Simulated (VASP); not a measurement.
# Al3GaN4 (P1) in VASP: a series of runs

Runs on Al3GaN4. Level: r2SCAN. Tasks: single point.

Everything below comes from runs of VASP 6.6.1. Logs are shortened: lines on timing, memory, paths and dates and some standing lists are left out, and cuts for length are marked.

### 1 The cell of the first run

The typed cell holds 16 atoms: a = 4.401 Å, b = 4.401 Å, c = 8.846 Å, α = 90.00°, β = 84.29°, γ = 90.00°.

### 2 Single point, r2SCAN (the part above a cut slid along it)

POSCAR

```
Al3GaN4
1.0
    0.0000000000     -4.4012372922      0.0000000000
    0.0000000000      0.0000000000     -4.4012372922
    8.8024745843     -0.8802474584      0.0000000000
Al Ga N
6 2 8
Direct
    0.3122200000      1.0000000000      0.9389000000
    0.4122200000      1.0000000000      0.4389000000
    0.8122200000      0.5000000000      0.9389000000
    0.9122200000      0.5000000000      0.4389000000
    0.4622200000      0.5000000000      0.1889000000
    0.3622200000      0.5000000000      0.6889000000
    0.9622200000      1.0000000000      0.1889000000
    0.8622200000      1.0000000000      0.6889000000
    0.2433160238      0.7444581602      0.0611290801
    0.1433160238      0.7444581602      0.5611290801
    0.7322323442      0.2555418398      0.0611290801
    0.6322323442      0.2555418398      0.5611290801
    0.0922076558      0.2555418398      0.8166709199
    0.1922076558      0.2555418398      0.3166709199
    0.5811239762      0.7444581602      0.8166709199
    0.6811239762      0.7444581602      0.3166709199
```

INCAR.step1

```
SYSTEM = Al3GaN4
PREC = Accurate
ENCUT = 520
ISMEAR = 0
SIGMA = 0.05
LREAL = Auto
LASPH = .True.
NELM = 100
NBANDS = 56
GGA = PE
ALGO = Normal
EDIFF = 1E-4
LWAVE = .True.
LCHARG = .False.
```

INCAR.step2

```
SYSTEM = Al3GaN4
PREC = Accurate
ENCUT = 520
EDIFF = 1E-6
ISMEAR = 0
SIGMA = 0.05
LREAL = Auto
LASPH = .True.
NELM = 100
ALGO = Normal
ISIF = 2
LWAVE = .False.
LCHARG = .False.
METAGGA = R2SCAN
LMIXTAU = .True.
NBANDS = 56
ISTART = 1
```

KPOINTS

```
Automatic mesh
0
Gamma
  5 5 3
  0 0 0
```

Potentials or basis: VASP PAW PBE potentials, release 64 (Al, Ga_d, N).

On the command line:

```sh
$ cat potpaw_PBE.64/Al/POTCAR potpaw_PBE.64/Ga_d/POTCAR potpaw_PBE.64/N/POTCAR > POTCAR
$ cp INCAR.step1 INCAR
$ mpirun -np 1 vasp_std > vasp.out
$ cp INCAR.step2 INCAR
$ mpirun -np 1 vasp_std > vasp.out
```

OUTCAR:

```text
SYSTEM = Al3GaN4
   PREC = Accurate
   ENCUT = 520
   EDIFF = 1E-6
   ISMEAR = 0
   LREAL = Auto
   LASPH = .True.
   NELM = 100
   ISIF = 2
   METAGGA = R2SCAN
   ISTART = 1

 ion  position               nearest neighbor table
   1  0.312  0.000  0.939-   9 1.57  15 1.89  13 1.89  11 2.50   7 2.57   8 3.11   6 3.11   6 3.11
                             8 3.11   3 3.11   3 3.11   3 3.11   3 3.11   5 3.23   5 3.23
   2  0.412  0.000  0.439-  16 1.89  10 1.89  14 1.89  12 1.89   7 3.11   8 3.11   5 3.11   6 3.11
                             5 3.11   6 3.11   8 3.11   7 3.11   4 3.11   4 3.11   4 3.11   4 3.11
   3  0.812  0.500  0.939-  11 1.54  13 1.89  15 1.89   9 2.52   5 2.57   6 3.11   8 3.11   8 3.11
                             6 3.11   1 3.11   1 3.11   1 3.11   1 3.11
   4  0.912  0.500  0.439-  14 1.89  12 1.89  16 1.89  10 1.89   5 3.11   6 3.11   7 3.11   8 3.11
                             7 3.11   8 3.11   6 3.11   5 3.11   2 3.11   2 3.11   2 3.11   2 3.11
   5  0.462  0.500  0.189-   9 1.89  16 1.89  11 1.89  14 1.89   3 2.57   4 3.11   2 3.11   2 3.11
                             4 3.11   7 3.11   7 3.11   7 3.11   7 3.11   1 3.23   1 3.23
   6  0.362  0.500  0.689-  10 1.89  15 1.89  12 1.89  13 1.89   3 3.11   4 3.11   1 3.11   2 3.11
                             1 3.11   2 3.11   4 3.11   3 3.11   8 3.11   8 3.11   8 3.11   8 3.11
   7  0.962  0.000  0.189-  11 1.95  14 1.95   9 1.95  16 1.95   1 2.57   2 3.11   4 3.11   4 3.11
                             2 3.11   5 3.11   5 3.11   5 3.11   5 3.11
   8  0.862  0.000  0.689-  12 1.95  13 1.95  10 1.95  15 1.95   1 3.11   2 3.11   3 3.11   4 3.11
                             3 3.11   4 3.11   2 3.11   1 3.11   6 3.11   6 3.11   6 3.11   6 3.11
   9  0.243  0.744  0.061-   1 1.57   5 1.89   7 1.95   3 2.52
  10  0.143  0.744  0.561-   6 1.89   2 1.89   4 1.89   8 1.95
  11  0.732  0.256  0.061-   3 1.54   5 1.89   7 1.95   1 2.50
  12  0.632  0.256  0.561-   4 1.89   2 1.89   6 1.89   8 1.95
  13  0.092  0.256  0.817-   3 1.89   1 1.89   6 1.89   8 1.95
  14  0.192  0.256  0.317-   4 1.89   2 1.89   5 1.89   7 1.95
  15  0.581  0.744  0.817-   6 1.89   1 1.89   3 1.89   8 1.95
  16  0.681  0.744  0.317-   5 1.89   2 1.89   4 1.89   7 1.95

  LATTYP: Found a simple monoclinic cell.
 ALAT       =     4.4012372922
 B/A-ratio  =     1.0000000000
 C/A-ratio  =     2.0099751242
 COS(beta)  =    -0.0995037190

  Lattice vectors:

 A1 = (   0.0000000000,  -4.4012372922,   0.0000000000)
 A2 = (   0.0000000000,   0.0000000000,   4.4012372922)
 A3 = (  -8.8024745843,   0.8802474584,   0.0000000000)

Analysis of symmetry for initial positions (statically):
=====================================================================
 Subroutine PRICEL returns:
 Original cell was already a primitive cell.

 Routine SETGRP: Setting up the symmetry group for a
 simple monoclinic supercell.

 Subroutine GETGRP returns: Found  1 space group operations
 (whereof  1 operations were pure point group operations)
 out of a pool of  4 trial point group operations.

The static configuration has the point symmetry C_1 .

Analysis of symmetry for dynamics (positions and initial velocities):
=====================================================================
 Subroutine PRICEL returns:
 Original cell was already a primitive cell.

 Routine SETGRP: Setting up the symmetry group for a
 simple monoclinic supercell.

 Subroutine GETGRP returns: Found  1 space group operations
 (whereof  1 operations were pure point group operations)
 out of a pool of  4 trial point group operations.

The dynamic configuration has the point symmetry C_1 .

 Subroutine INISYM returns: Found  1 space group operations
 (whereof  1 operations are pure point group operations),
 and found     1 'primitive' translations

----------------------------------------------------------------------------------------

                                     Primitive cell

  volume of cell :     170.5118

  direct lattice vectors                    reciprocal lattice vectors
     0.000000000 -4.401237292  0.000000000    -0.022720884 -0.227208836  0.000000000
     0.000000000  0.000000000 -4.401237292     0.000000000  0.000000000 -0.227208836
     8.802474584 -0.880247458  0.000000000     0.113604418  0.000000000  0.000000000

  length of vectors
     4.401237292  4.401237292  8.846377473     0.228342054  0.227208836  0.113604418

  position of ions in fractional coordinates (direct lattice)
     0.312220000  0.000000000  0.938900000
     0.412220000  0.000000000  0.438900000
     0.812220000  0.500000000  0.938900000
     0.912220000  0.500000000  0.438900000
[... 43 lines left out ...]
    -0.004544177 -0.045441767  0.000000000     0.200000000  0.000000000 -0.000000000
     0.000000000  0.000000000 -0.045441767     0.000000000  0.200000000  0.000000000
     0.037868139  0.000000000  0.000000000     0.000000000  0.000000000  0.333333333

  Length of vectors
     0.045668411  0.045441767  0.037868139

  Shift w.r.t. Gamma in fractional coordinates (k-lattice)
     0.000000000  0.000000000  0.000000000

 Subroutine IBZKPT returns following result:
 ===========================================

 Found     38 irreducible k-points:

 Following reciprocal coordinates:
            Coordinates               Weight
  0.000000  0.000000  0.000000      1.000000
  0.200000  0.000000  0.000000      2.000000
  0.400000  0.000000  0.000000      2.000000
  0.000000  0.200000  0.000000      2.000000
  0.200000  0.200000  0.000000      2.000000
 -0.200000  0.200000  0.000000      2.000000
[... 16 lines left out ...]
  0.400000  0.200000  0.333333      2.000000
 -0.400000  0.200000 -0.333333      2.000000
 [... further k-points ...]
   k-points           NKPTS =     38   k-points in BZ     NKDIM =     38   number of bands    NBANDS=     56
   number of dos      NEDOS =    301   number of ions     NIONS =     16
   total plane-waves  NPLWV =  90720
   dimension x,y,z NGX =    36 NGY =   36 NGZ =   70
   dimension x,y,z NGXF=    72 NGYF=   72 NGZF=  140
   ions per type =               6   2   8
   NGX,Y,Z   is equivalent  to a cutoff of  13.60, 13.60, 13.15 a.u.
   NGXF,Y,Z  is equivalent  to a cutoff of  27.20, 27.20, 26.31 a.u.
 SYSTEM =  Al3GaN4
   PREC   = accura    normal or accurate (medium, high low for compatibility)
   ISTART =      1    job   : 0-new  1-cont  2-samecut
   ICHARG =      0    charge: 1-file 2-atom 10-const
   ISPIN  =      1    spin polarized calculation?
   LNONCOLLINEAR =      F non collinear calculations
   LSORBIT =      F    spin-orbit coupling
   LASPH  =      T    aspherical Exc in radial PAW
   ENCUT  =  520.0 eV  38.22 Ry    6.18 a.u.   8.18  8.18 16.45*2*pi/ulx,y,z
   NELM   =    100;   NELMIN=  2; NELMDL=  0     # of ELM steps
   EDIFF  = 0.1E-05   stopping-criterion for ELM
   LREAL  =      T    real-space projection
   EDIFFG = 0.1E-04   stopping-criterion for IOM
   NSW    =      0    number of steps for IOM
   IBRION =     -1    ionic relax: 0-MD 1-quasi-New 2-CG
   NFREE  =      0    steps in history (QN), initial steepest desc. (CG)
   ISIF   =      2    stress and relaxation
   ISYM   =      2    0-nonsym 1-usesym 2-fastsym
   POTIM  = 0.5000    time-step for ionic-motion
   TEBEG  =    0.0;   TEEND  =   0.0 temperature during run
   PSTRESS=    0.0 pullay stress
   NELECT =      84.0000    total number of electrons
   NUPDOWN=      -1.0000    fix difference up-down
   EMIN   =  10.00;   EMAX   =-10.00  energy-range for DOS
   EFERMI =   0.00;   METHOD = LEGACY
   ISMEAR =     0;   SIGMA  =   0.05  broadening in eV -4-tet -1-fermi 0-gaus
   EFERMI_NEDOS =   21; number of points for ismear=-14 and -15
   IALGO  =     38    algorithm
   IMIX   =      4    mixing-type and parameters
     AMIX     =   0.40;   BMIX     =  1.00
     AMIX_MAG =   1.60;   BMIX_MAG =  1.00
  volume/ion in A,a.u.               =      10.66        71.92
  Fermi-wavevector in a.u.,A,eV,Ry     =   1.292954  2.443329 22.745275  1.671731
  Thomas-Fermi vector in A             =   2.424630
   LORBIT       =      0    0 simple, 1 ext, 2 COOP (PROOUT), +10 PAW based schemes
   METAGGA = R2SCAN    functional components
   LHFCALC =     F    Hartree Fock is set to
   AEXX    =    0.0000 exact exchange contribution
   IVDW    =     0    specifies the selected vdW correction
   LEPSILON=     F    determine dielectric tensor
   LRPA    =     F    only Hartree local field effects (RPA)
 non-spin polarized calculation
 Gauss-broadening in eV      SIGMA  =   0.05
  energy-cutoff  :      520.00
  volume of cell :      170.51
 maximum number of plane-waves:      4607
 NGX is ok and might be reduce to    36
   NGX = 17   NGY = 17   NGZ = 33

 number of electron      83.9999985 magnetization

 Free energy of the ion-electron system (eV)
  ---------------------------------------------------
  ext. energy  EPLUGINS =         0.00000000
  ---------------------------------------------------
  free energy    TOTEN  =      -152.89074089 eV

  energy without entropy =     -152.89074089  energy(sigma->0) =     -152.89074089

 E-fermi :   6.2817     XC(G=0): -11.7440

 val. band max:        6.0614476331   @ k =   0.0000   0.0000   0.0000
 cond. band min:       8.7937154540   @ k =   0.0000   0.0000   0.0000
 fundamental gap:      2.7322678209
 Fermi energy:         6.2817220514

 k-point     1 :       0.0000    0.0000    0.0000
  band No.  band energies     occupation
      1     -10.5611      2.00000
      2      -9.6314      2.00000
      3      -9.3755      2.00000
      4      -8.8271      2.00000
      5      -8.5889      2.00000
      6      -8.5690      2.00000
[... 1357 lines left out ...]
     53      15.3279      0.00000
     54      15.4341      0.00000

 [... further k-points ...]

 [bands above 54 left out]

------------------------ aborting loop because EDIFF is reached ----------------------------------------

  FORCE on cell =-STRESS in cart. coord.  units (eV):
  Direction    XX          YY          ZZ          XY          YZ          ZX
  --------------------------------------------------------------------------------------
  -------------------------------------------------------------------------------------
  Total       23.2802143     -1.7123879     10.7034658     16.1753037      7.1321332     11.8971343
  in kB      218.7475550    -16.0900870    100.5728273    151.9877822     67.0155641    111.7888783
  external PRESSURE =     101.0767651 kB  Pullay stress =       0.0000000 kB

 VOLUME and BASIS-vectors are now :
 -----------------------------------------------------------------------------
  energy-cutoff  :      520.00
  volume of cell :      170.51
      direct lattice vectors                 reciprocal lattice vectors
     0.000000000 -4.401237292  0.000000000    -0.022720884 -0.227208836  0.000000000
     0.000000000  0.000000000 -4.401237292     0.000000000  0.000000000 -0.227208836
     8.802474584 -0.880247458  0.000000000     0.113604418  0.000000000  0.000000000

 POSITION                                       TOTAL-FORCE (eV/Angst)
 -----------------------------------------------------------------------------------
      8.26464     -2.20062      0.00000        -6.614153     -3.080569     -5.168567
      3.86341     -2.20062      0.00000        -0.049449      0.010727      0.024823
      8.26464     -4.40124     -2.20062        -7.920785     -3.481753     -5.909517
      3.86341     -4.40124     -2.20062        -0.051910     -0.017006      0.010786
      1.66279     -2.20062     -2.20062         1.064539      0.848057      0.194274
      6.06402     -2.20062     -2.20062        -0.255295     -0.069665      0.093611
[... 8 lines left out ...]
      7.18873     -3.27654     -3.27654        -0.917164     -1.180644     -0.115357
      2.78749     -3.27654     -3.27654         0.076821      0.129871     -0.056661
 -----------------------------------------------------------------------------------
    total drift:                                0.001516      0.028753     -0.002276

  FREE ENERGIE OF THE ION-ELECTRON SYSTEM (eV)
  ---------------------------------------------------
  free  energy   TOTEN  =      -152.8907408884 eV

  energy  without entropy=     -152.8907408884  energy(sigma->0) =     -152.89074089
```

Run time: 48 min. Hardware: 1 thread of Oxide Virtual Turin-like, shared host; peak memory 0.41 GiB.

What came out:

```yaml
Free_energy: -152.8907 eV
Pressure: 10.1 GPa
Largest_force: 10.658 eV/Å
Band_gap_on_the_k_mesh: 2.73 eV
```

Forces on the atoms (eV/Å):
```
Al  -6.614 -3.081 -5.169
Al  -0.049  0.011  0.025
Al  -7.921 -3.482 -5.910
Al  -0.052 -0.017  0.011
Al   1.065  0.848  0.194
Al  -0.255 -0.070  0.094
Ga   1.073  0.768  0.104
Ga  -0.267 -0.011  0.130
N    6.622  3.331  5.249
N    0.019 -0.131  0.027
N    7.840  4.219  5.858
N    0.012 -0.041 -0.059
N   -0.780 -1.370 -0.253
N    0.149  0.076 -0.131
N   -0.917 -1.181 -0.115
N    0.077  0.130 -0.057
```

Stress tensor (GPa, compression positive):
```
21.87 15.20 11.18
15.20 -1.61  6.70
11.18  6.70 10.06
```

Caveat: the cell differs from its parent crystal (the part above a cut slid along it); the stress differs along the axes, from -2 to 22 GPa; the PAW data sets were made with another functional, which shifts forces and pressure a little. A k mesh can miss the band edges.

### 3 Single point, r2SCAN (the part above a cut slid along it)

POSCAR

```
Al3GaN4
1.0
    0.0000000000     -4.4012372922      0.0000000000
    0.0000000000      0.0000000000     -4.4012372922
    8.8024745843     -1.7604949169      0.0000000000
Al Ga N
6 2 8
Direct
    0.1244400000      1.0000000000      0.9389000000
    0.3244400000      1.0000000000      0.4389000000
    0.6244400000      0.5000000000      0.9389000000
    0.8244400000      0.5000000000      0.4389000000
    0.4244400000      0.5000000000      0.1889000000
    0.2244400000      0.5000000000      0.6889000000
    0.9244400000      1.0000000000      0.1889000000
    0.7244400000      1.0000000000      0.6889000000
    0.2310902078      0.7444581602      0.0611290801
    0.0310902078      0.7444581602      0.5611290801
    0.7200065282      0.2555418398      0.0611290801
    0.5200065282      0.2555418398      0.5611290801
   -0.0711265282      0.2555418398      0.8166709199
    0.1288734718      0.2555418398      0.3166709199
    0.4177897922      0.7444581602      0.8166709199
    0.6177897922      0.7444581602      0.3166709199
```

INCAR.step1

```
ALGO = Normal
EDIFF = 1E-4
ENCUT = 520
GGA = PE
ISMEAR = 0
LASPH = True
LCHARG = False
LREAL = Auto
LWAVE = True
NBANDS = 56
NELM = 60
PREC = Accurate
SIGMA = 0.05
```

INCAR.step2

```
ALGO = Normal
EDIFF = 1E-7
ENCUT = 520
ISIF = 2
ISMEAR = 0
ISTART = 1
LASPH = True
LCHARG = False
LMIXTAU = True
LREAL = Auto
LWAVE = False
METAGGA = R2SCAN
NBANDS = 56
NELM = 60
PREC = Accurate
SIGMA = 0.05
```

KPOINTS

```
k-points
0
Gamma
  5 5 3
```

Potentials or basis: VASP PAW PBE potentials, release 64 (Al, Ga_d, N).

On the command line:

```sh
$ cat potpaw_PBE.64/Al/POTCAR potpaw_PBE.64/Ga_d/POTCAR potpaw_PBE.64/N/POTCAR > POTCAR
$ cp INCAR.step1 INCAR
$ mpirun -np 1 vasp_std > vasp.out
$ cp INCAR.step2 INCAR
$ mpirun -np 1 vasp_std > vasp.out
```

Run time: 52 min. Hardware: 1 thread of Oxide Virtual Turin-like, shared host; peak memory 0.4 GiB.

The run converged. Its results:

| Property | Result |
| --- | --- |
| Free energy | -148.8308 eV |
| Pressure | 10.7 GPa |
| Largest force | 7.063 eV/Å |
| Band gap on the k mesh | 0.12 eV |

Forces in eV/Å, atoms in the order of the input:
```
Al  -5.081  0.557 -1.589
Al   0.043  0.005  0.037
Al  -6.267  1.356 -2.398
Al   0.040 -0.019  0.002
Al   4.379  0.865  0.165
Al  -0.793 -0.083  0.072
Ga   4.556  0.787  0.098
Ga  -0.839 -0.017  0.121
N    5.546 -0.573  1.889
N   -0.030 -0.129  0.036
N    6.744 -0.165  2.093
N   -0.035 -0.024 -0.084
N   -4.047 -1.638 -0.230
N    0.021  0.095 -0.122
N   -4.205 -1.121 -0.003
N   -0.031  0.103 -0.088
```

Stress tensor (GPa, compression positive):
```
41.60  7.07  3.79
 7.07 -6.19 10.71
 3.79 10.71 -3.23
```

Levels at points of the mesh, in eV from the valence-band top:
```csv
k point,band 40,band 41,band 42,band 43,band 44,band 45
"(0.00, 0.00, 0.00)",-1.09,-0.96,0.00,0.12,0.33,3.02
```

Caveat: the cell differs from its parent crystal (the part above a cut slid along it); the stress differs along the axes, from -6 to 42 GPa; semilocal functionals underestimate gaps, and a narrow one can read as zero; the PAW data sets were made with another functional, which shifts forces and pressure a little.
